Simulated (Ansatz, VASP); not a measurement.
**FeO in VASP and in Ansatz**

File INCAR:

```
SYSTEM = FeO
  PREC = Accurate
  ENCUT = 600
  EDIFF = 1E-6
  ISMEAR = 0
  SIGMA = 0.15
  LREAL = .False.
  LASPH = .True.
  NELM = 200
  ALGO = Normal
  ISIF = 2
  LWAVE = .False.
  LCHARG = .False.
  ISPIN = 2
  MAGMOM = 3.79 0.35
  LORBIT = 11
  LMAXMIX = 4
  GGA = PE
  NBANDS = 18
  GGA_COMPAT = .False.
```

The input KPOINTS:

```
regular mesh
0
Gamma
  20 20 20
  0 0 0
```

Contents of POSCAR:

```
FeO
1.0
    0.0000000000      2.0691840000      2.3278320000
    2.0691840000      0.0000000000      2.3278320000
    2.0691840000      2.0691840000      0.0000000000
Fe O
1 1
Direct
    0.0000000000      0.0000000000      0.0000000000
    0.5000000000      0.5000000000      0.5000000000
```

Input for Ansatz:

```yaml
crystal:
  lattice:
    - [0.0, 2.069184, 2.327832]
    - [2.069184, 0.0, 2.327832]
    - [2.069184, 2.069184, 0.0]
  atoms:
    - { symbol: Fe, position: [0.0, 0.0, 0.0], spin: 3.79 }
    - { symbol: O, position: [0.5, 0.5, 0.5], spin: 0.35 }
basis:
  ecutwfc: 420
kpoints:
  mp_grid: { grid: [20, 20, 20] }
hamiltonian:
  xc: pbe
scf:
  occupations: { method: gaussian, width: 0.15 }
output:
  forces: true
  stress: true
  eigenvalues: true
  populations: true
magnetization:
  spin_polarized: true
```

Change from the starting cell: strain -0.040 along x and y, +0.080 along z, atoms carried along.

Alike in both runs: task single point; functional PBE; k mesh 20 × 20 × 20; occupations gaussian, width 0.15 eV; collinear spin.

```csv
,VASP,Ansatz
version,VASP 6.6.1,Ansatz 0.2.0
potentials or method,"VASP PAW PBE potentials, release 64 (Fe, O), cutoff 600 eV","scalar-relativistic, plane waves, PAW"
valence electrons in the cell,14,22
```

```csv
,VASP,Ansatz,Ansatz less VASP
gap on the k mesh at the Fermi level (eV),none,none,-
pressure (GPa),3.5,3.6,+0.07
"traceless stress, the component that is largest in VASP (GPa)",-6.91,-6.57,+0.339
net moment per atom (μB),1.95,1.95,+0.004
size of the moment on the site where the two differ most (μB),3.53,3.32,-0.211
```

Site moments also hang on the region over which each program counts them. A gap of «none» marks a metal or a gap that the smearing closes. VASP's potentials hold 14 valence electrons a cell and Ansatz's 22, so a difference there can come from the potentials and not from the codes.
